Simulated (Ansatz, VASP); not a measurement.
## One calculation of K, two programs

```xyz
1
Lattice="-2.5918 2.6180 2.6180 2.6180 -2.5918 2.6180 2.6180 2.6180 -2.5918" Properties=species:S:1:pos:R:3 pbc="T T T"
K     0.0000    0.0000    0.0000
```

Change from the starting cell: equal xy, yz and zx shear strains of +1 %.

Alike in both runs: task single point; functional PBEsol; k mesh 10 × 10 × 10; occupations fermi-dirac, width 0.08 eV; no spin polarisation.

```csv
,VASP,Ansatz
version,VASP 6.6.1,Ansatz 0.2.0
potentials or method,"VASP PAW PBE potentials, release 64 (K_sv), cutoff 520 eV","all-electron LAPW, scalar-relativistic"
```

```tsv
	VASP	Ansatz	Ansatz less VASP
pressure (GPa)	0.0	0.0	+0.01
```

VASP's potentials were made for PBE, not for PBEsol. Ansatz ran all-electron here, and VASP with PAW potentials.
